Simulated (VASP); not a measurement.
# PbO (P4/nmm) in VASP: a series of runs

The runs below take PbO through single point, with LDA.

Everything below comes from runs of VASP 6.6.1. Logs are shortened: lines on timing, memory, paths and dates and some standing lists are left out, and cuts for length are marked.

### 1 The cell of the first run

The structure is tetragonal, space group P4/nmm (No. 129). Conventional cell: a = 3.893 Å, b = 3.893 Å, c = 4.919 Å, α = 90.00°, β = 90.00°, γ = 90.00°. Pb (site symmetry 4mm) has 4 O at 2.26 Å within 3.0 Å. O (site symmetry -4m2) has 4 Pb at 2.26 Å and 4 O at 2.75 Å within 3.0 Å.

### 2 Single point, LDA (volume scaled by 0.94)

INCAR reads:

```
SYSTEM = PbO
PREC = Accurate ; ENCUT = 520
EDIFF = 1E-7 ; ISMEAR = -1
SIGMA = 0.03 ; LREAL = .False.
LASPH = .True. ; NELM = 60
ALGO = Normal ; ISIF = 2
LWAVE = .False. ; LCHARG = .True.
LELF = .True. ; LVHAR = .True.
NBANDS = 28
```

KPOINTS reads:

```
regular mesh
0
Gamma
  7 7 6
  0 0 0
```

POSCAR reads:

```
PbO
1.0
    3.8932670305      0.0000000000      0.0000000000
    0.0000000000      3.8932670305      0.0000000000
    0.0000000000      0.0000000000      4.9194814380
Pb O
2 2
Direct
    0.0000000000      0.5000000000      0.2351000000
    0.5000000000      0.0000000000      0.7649000000
    0.0000000000      0.0000000000      0.0000000000
    0.5000000000      0.5000000000      0.0000000000
```

Potentials or basis: VASP PAW LDA potentials, release 64 (Pb_d, O).

Started as:

```
$ cat potpaw_LDA.64/Pb_d/POTCAR potpaw_LDA.64/O/POTCAR > POTCAR
$ mpirun -np 1 vasp_std > vasp.out
```

OUTCAR:

```text
SYSTEM = PbO
   PREC = Accurate
   ENCUT = 520
   EDIFF = 1E-7
   ISMEAR = -1
   LREAL = .False.
   LASPH = .True.
   NELM = 60
   ISIF = 2

 ion  position               nearest neighbor table
   1  0.000  0.500  0.235-   3 2.26   4 2.26   3 2.26   4 2.26   2 3.60   2 3.60   2 3.60   2 3.60
                             2 3.79   2 3.79   2 3.79   2 3.79
   2  0.500  0.000  0.765-   3 2.26   4 2.26   4 2.26   3 2.26   1 3.60   1 3.60   1 3.60   1 3.60
                             1 3.79   1 3.79   1 3.79   1 3.79
   3  0.000  0.000  0.000-   1 2.26   2 2.26   1 2.26   2 2.26
   4  0.500  0.500  0.000-   1 2.26   2 2.26   2 2.26   1 2.26

  LATTYP: Found a simple tetragonal cell.
 ALAT       =     3.8932670305
 C/A-ratio  =     1.2635869565

  Lattice vectors:

 A1 = (   3.8932670305,   0.0000000000,   0.0000000000)
 A2 = (   0.0000000000,   3.8932670305,   0.0000000000)
 A3 = (   0.0000000000,   0.0000000000,   4.9194814380)

Analysis of symmetry for initial positions (statically):
=====================================================================
 Subroutine PRICEL returns:
 Original cell was already a primitive cell.

 Routine SETGRP: Setting up the symmetry group for a
 simple tetragonal supercell.

 Subroutine GETGRP returns: Found 16 space group operations
 (whereof  8 operations were pure point group operations)
 out of a pool of 16 trial point group operations.

The static configuration has the point symmetry D_2d.
 The point group associated with its full space group is D_4h.

Analysis of symmetry for dynamics (positions and initial velocities):
=====================================================================
 Subroutine PRICEL returns:
 Original cell was already a primitive cell.

 Routine SETGRP: Setting up the symmetry group for a
 simple tetragonal supercell.

 Subroutine GETGRP returns: Found 16 space group operations
 (whereof  8 operations were pure point group operations)
 out of a pool of 16 trial point group operations.

The dynamic configuration has the point symmetry D_2d.
 The point group associated with its full space group is D_4h.

 Subroutine INISYM returns: Found 16 space group operations
 (whereof  8 operations are pure point group operations),
 and found     1 'primitive' translations

----------------------------------------------------------------------------------------

                                     Primitive cell

  volume of cell :      74.5672

  direct lattice vectors                    reciprocal lattice vectors
     3.893267031  0.000000000  0.000000000     0.256853689  0.000000000  0.000000000
     0.000000000  3.893267031  0.000000000     0.000000000  0.256853689  0.000000000
     0.000000000  0.000000000  4.919481438     0.000000000  0.000000000  0.203273457

  length of vectors
     3.893267031  3.893267031  4.919481438     0.256853689  0.256853689  0.203273457

  position of ions in fractional coordinates (direct lattice)
     0.000000000  0.500000000  0.235100000
     0.500000000  0.000000000  0.764900000
     0.000000000  0.000000000  0.000000000
     0.500000000  0.500000000  0.000000000

  ion indices of the primitive-cell ions
   primitive index   ion index
                 1           1
                 2           2
                 3           3
                 4           4

----------------------------------------------------------------------------------------

 KPOINTS: regular mesh

Automatic generation of k-mesh.
 Grid dimensions read from file:
 generate k-points for:    7    7    6

 Generating k-lattice:

  Cartesian coordinates                     Fractional coordinates (reciprocal lattice)
     0.036693384  0.000000000  0.000000000     0.142857143  0.000000000  0.000000000
     0.000000000  0.036693384  0.000000000     0.000000000  0.142857143  0.000000000
     0.000000000  0.000000000  0.033878910     0.000000000  0.000000000  0.166666667

  Length of vectors
     0.036693384  0.036693384  0.033878910

  Shift w.r.t. Gamma in fractional coordinates (k-lattice)
     0.000000000  0.000000000  0.000000000

 Subroutine IBZKPT returns following result:
 ===========================================

 Found     40 irreducible k-points:

 Following reciprocal coordinates:
            Coordinates               Weight
  0.000000  0.000000  0.000000      1.000000
  0.142857  0.000000  0.000000      4.000000
  0.285714  0.000000  0.000000      4.000000
  0.428571  0.000000  0.000000      4.000000
  0.142857  0.142857  0.000000      4.000000
  0.285714  0.142857  0.000000      8.000000
[... 16 lines left out ...]
  0.285714  0.000000  0.333333      8.000000
  0.428571  0.000000  0.333333      8.000000
 [... further k-points ...]
   k-points           NKPTS =     40   k-points in BZ     NKDIM =     40   number of bands    NBANDS=     28
   number of dos      NEDOS =    301   number of ions     NIONS =      4
   total plane-waves  NPLWV =  36000
   dimension x,y,z NGX =    30 NGY =   30 NGZ =   40
   dimension x,y,z NGXF=    60 NGYF=   60 NGZF=   80
   ions per type =               2   2
   NGX,Y,Z   is equivalent  to a cutoff of  12.81, 12.81, 13.52 a.u.
   NGXF,Y,Z  is equivalent  to a cutoff of  25.62, 25.62, 27.03 a.u.
 SYSTEM =  PbO
   PREC   = accura    normal or accurate (medium, high low for compatibility)
   ISTART =      0    job   : 0-new  1-cont  2-samecut
   ICHARG =      2    charge: 1-file 2-atom 10-const
   ISPIN  =      1    spin polarized calculation?
   LNONCOLLINEAR =      F non collinear calculations
   LSORBIT =      F    spin-orbit coupling
   LASPH  =      T    aspherical Exc in radial PAW
   ENCUT  =  520.0 eV  38.22 Ry    6.18 a.u.   7.24  7.24  9.15*2*pi/ulx,y,z
   NELM   =     60;   NELMIN=  2; NELMDL= -5     # of ELM steps
   EDIFF  = 0.1E-06   stopping-criterion for ELM
   LREAL  =      F    real-space projection
   EDIFFG = 0.1E-05   stopping-criterion for IOM
   NSW    =      0    number of steps for IOM
   IBRION =     -1    ionic relax: 0-MD 1-quasi-New 2-CG
   NFREE  =      0    steps in history (QN), initial steepest desc. (CG)
   ISIF   =      2    stress and relaxation
   ISYM   =      2    0-nonsym 1-usesym 2-fastsym
   POTIM  = 0.5000    time-step for ionic-motion
   TEBEG  =    0.0;   TEEND  =   0.0 temperature during run
   PSTRESS=    0.0 pullay stress
   NELECT =      40.0000    total number of electrons
   NUPDOWN=      -1.0000    fix difference up-down
   EMIN   =  10.00;   EMAX   =-10.00  energy-range for DOS
   EFERMI =   0.00;   METHOD = LEGACY
   ISMEAR =    -1;   SIGMA  =   0.03  broadening in eV -4-tet -1-fermi 0-gaus
   EFERMI_NEDOS =   21; number of points for ismear=-14 and -15
   IALGO  =     38    algorithm
   IMIX   =      4    mixing-type and parameters
     AMIX     =   0.40;   BMIX     =  1.00
     AMIX_MAG =   1.60;   BMIX_MAG =  1.00
  volume/ion in A,a.u.               =      18.64       125.80
  Fermi-wavevector in a.u.,A,eV,Ry     =   1.330186  2.513686 24.074065  1.769394
  Thomas-Fermi vector in A             =   2.459292
   LORBIT       =      0    0 simple, 1 ext, 2 COOP (PROOUT), +10 PAW based schemes
   GGA     = CA    functional components
   LHFCALC =     F    Hartree Fock is set to
   AEXX    =    0.0000 exact exchange contribution
   IVDW    =     0    specifies the selected vdW correction
   LEPSILON=     F    determine dielectric tensor
   LRPA    =     F    only Hartree local field effects (RPA)
 non-spin polarized calculation
  energy-cutoff  :      520.00
  volume of cell :       74.57
 maximum number of plane-waves:      2024
 NGX is ok and might be reduce to    30
   NGX = 15   NGY = 15   NGZ = 19

 number of electron      39.9999995 magnetization

 Free energy of the ion-electron system (eV)
  ---------------------------------------------------
  ext. energy  EPLUGINS =         0.00000000
  ---------------------------------------------------
  free energy    TOTEN  =       -24.35384566 eV

  energy without entropy =      -24.35384566  energy(sigma->0) =      -24.35384566

 E-fermi :   6.2819     XC(G=0): -10.6088

 val. band max:        5.6652510518   @ k =   0.1429   0.0000   0.0000
 cond. band min:       7.0103389652   @ k =   0.4286   0.4286   0.0000
 fundamental gap:      1.3450879134
 Fermi energy:         6.2819054960

 k-point     1 :       0.0000    0.0000    0.0000
  band No.  band energies     occupation
      1     -13.2394      2.00000
      2     -12.5416      2.00000
      3     -10.4896      2.00000
      4     -10.4896      2.00000
      5     -10.3967      2.00000
      6     -10.3932      2.00000
[... 20 lines left out ...]
     27      13.2015      0.00000
     28      13.6597      0.00000

 k-point     2 :       0.1429    0.0000    0.0000
  band No.  band energies     occupation
      1     -13.1836      2.00000
      2     -12.5596      2.00000
      3     -10.4773      2.00000
      4     -10.4737      2.00000
      5     -10.3779      2.00000
      6     -10.3762      2.00000
[... 20 lines left out ...]
     27      13.4659      0.00000
     28      15.0661      0.00000

 k-point     3 :       0.2857    0.0000    0.0000
  band No.  band energies     occupation
      1     -13.0427      2.00000
      2     -12.6194      2.00000
      3     -10.4436      2.00000
      4     -10.4313      2.00000
      5     -10.3419      2.00000
      6     -10.3183      2.00000
[... 20 lines left out ...]
     27      13.8345      0.00000
     28      17.1190      0.00000

 k-point     4 :       0.4286    0.0000    0.0000
  band No.  band energies     occupation
      1     -12.8749      2.00000
      2     -12.7268      2.00000
      3     -10.3975      2.00000
      4     -10.3805      2.00000
      5     -10.3498      2.00000
      6     -10.3421      2.00000
[... 20 lines left out ...]
     27      14.4195      0.00000
     28      15.5003      0.00000

 k-point     5 :       0.1429    0.1429    0.0000
  band No.  band energies     occupation
      1     -13.1324      2.00000
      2     -12.5751      2.00000
      3     -10.4802      2.00000
      4     -10.4401      2.00000
      5     -10.3668      2.00000
      6     -10.3582      2.00000
[... 20 lines left out ...]
     27      14.6350      0.00000
     28      15.4872      0.00000

 k-point     6 :       0.2857    0.1429    0.0000
  band No.  band energies     occupation
      1     -13.0047      2.00000
      2     -12.6279      2.00000
      3     -10.4485      2.00000
      4     -10.3927      2.00000
      5     -10.3395      2.00000
      6     -10.3059      2.00000
[... 463 lines left out ...]
      5     -10.4240      2.00000
      6     -10.3514      2.00000
[... 20 lines left out ...]
     27      14.2552      0.00000
     28      14.2552      0.00000

 k-point    22 :       0.1429    0.0000    0.3333
  band No.  band energies     occupation
      1     -13.1655      2.00000
      2     -12.5488      2.00000
      3     -10.4468      2.00000
      4     -10.4340      2.00000
      5     -10.4021      2.00000
      6     -10.3351      2.00000
[... 20 lines left out ...]
     27      14.2236      0.00000
     28      15.1713      0.00000

 k-point    23 :       0.2857    0.0000    0.3333
  band No.  band energies     occupation
      1     -13.0385      2.00000
      2     -12.6181      2.00000
      3     -10.4472      2.00000
      4     -10.3988      2.00000
      5     -10.3534      2.00000
      6     -10.3530      2.00000
[... 20 lines left out ...]
     27      14.5359      0.00000
     28      16.6064      0.00000

 k-point    24 :       0.4286    0.0000    0.3333
  band No.  band energies     occupation
      1     -12.8820      2.00000
      2     -12.7341      2.00000
      3     -10.4360      2.00000
      4     -10.4045      2.00000
      5     -10.3629      2.00000
      6     -10.3395      2.00000
[... 20 lines left out ...]
     27      14.9950      0.00000
     28      15.7565      0.00000

 [... further k-points ...]
[... 5 lines left out ...]
  --------------------------------------------------------------------------------------
  -------------------------------------------------------------------------------------
  Total        2.1116123      2.1116123      1.8088952      0.0000000      0.0000000      0.0000000
  in kB       45.3708644     45.3708644     38.8665761      0.0000000      0.0000000      0.0000000
  external PRESSURE =      43.2027683 kB  Pullay stress =       0.0000000 kB

 VOLUME and BASIS-vectors are now :
 -----------------------------------------------------------------------------
  energy-cutoff  :      520.00
  volume of cell :       74.57
      direct lattice vectors                 reciprocal lattice vectors
     3.893267031  0.000000000  0.000000000     0.256853689  0.000000000  0.000000000
     0.000000000  3.893267031  0.000000000     0.000000000  0.256853689  0.000000000
     0.000000000  0.000000000  4.919481438     0.000000000  0.000000000  0.203273457

 POSITION                                       TOTAL-FORCE (eV/Angst)
 -----------------------------------------------------------------------------------
      0.00000      1.94663      1.15657        -0.000000     -0.000000      0.825665
      1.94663      0.00000      3.76291         0.000000      0.000000     -0.825665
      0.00000      0.00000      0.00000        -0.000000      0.000000      0.000000
      1.94663      1.94663      0.00000        -0.000000     -0.000000      0.000000
 -----------------------------------------------------------------------------------
    total drift:                                0.000000      0.000000     -0.000000

  FREE ENERGIE OF THE ION-ELECTRON SYSTEM (eV)
  ---------------------------------------------------
  free  energy   TOTEN  =       -24.3538456578 eV

  energy  without entropy=      -24.3538456578  energy(sigma->0) =      -24.35384566
```

Wall time 67 s (1 thread of Intel Xeon Platinum 8488C (Sapphire Rapids), shared host); peak memory 0.19 GiB.

What came out:

```
Free energy            : -24.3538 eV
Pressure               : 4.3 GPa
Largest force          : 0.826 eV/Å
Band gap on the k mesh : 1.34 eV, indirect (least direct gap 2.30 eV)
```

Forces in eV/Å, atoms in the order of the input:
```
Pb   0.000  0.000  0.826
Pb   0.000  0.000 -0.826
O    0.000  0.000  0.000
O    0.000  0.000  0.000
```

Caveat: spin-orbit coupling is left out, which moves the levels of the heavy elements.

### 3 Single point, LDA (volume scaled by 0.98)

INCAR reads:

```
PREC = Accurate
ENCUT = 520
EDIFF = 1E-7
ISMEAR = -1
SIGMA = 0.03
LREAL = F
LASPH = T
NELM = 100
ALGO = Normal
ISIF = 2
LWAVE = F
LCHARG = F
NBANDS = 28
```

KPOINTS reads:

```
regular mesh
0
Gamma
  7 7 6
```

POSCAR reads:

```
PbO
1.0
    3.9477253708      0.0000000000      0.0000000000
    0.0000000000      3.9477253708      0.0000000000
    0.0000000000      0.0000000000      4.9882942864
Pb O
2 2
Direct
    0.0000000000      0.5000000000      0.2351000000
    0.5000000000      0.0000000000      0.7649000000
    0.0000000000      0.0000000000      0.0000000000
    0.5000000000      0.5000000000      0.0000000000
```

Potentials or basis: VASP PAW LDA potentials, release 64 (Pb_d, O).

Started as:

```
$ cat potpaw_LDA.64/Pb_d/POTCAR potpaw_LDA.64/O/POTCAR > POTCAR
$ mpirun -np 1 vasp_std > vasp.out
```

Run time: 72 s. Hardware: 1 thread of Intel Xeon Platinum 8488C (Sapphire Rapids), shared host; peak memory 0.19 GiB.

Results (log left out):

```yaml
Free_energy: -24.3996 eV
Pressure: 0.1 GPa
Largest_force: 0.189 eV/Å
Band_gap_on_the_k_mesh: 1.41 eV, indirect (least direct gap 2.25 eV)
```

Forces on the atoms (eV/Å):
```
Pb   0.000  0.000  0.189
Pb   0.000  0.000 -0.189
O    0.000  0.000  0.000
O    0.000  0.000  0.000
```

Stress tensor (GPa, compression positive):
```
0.09 0.00 0.00
0.00 0.09 0.00
0.00 0.00 0.25
```

Levels at points of the mesh, in eV from the valence-band top:
```csv
k point,band 18,band 19,band 20,band 21,band 22,band 23
"(0.00, 0.00, 0.00)",-1.83,-1.83,-0.02,2.34,5.29,5.68
"(0.00, 0.00, 0.50)",-1.86,-1.86,-1.02,1.79,3.96,3.96
```

Caveat: spin-orbit coupling is left out, which moves the levels of the heavy elements. A k mesh can miss the band edges.

(Part 1 of 2 ends here.)
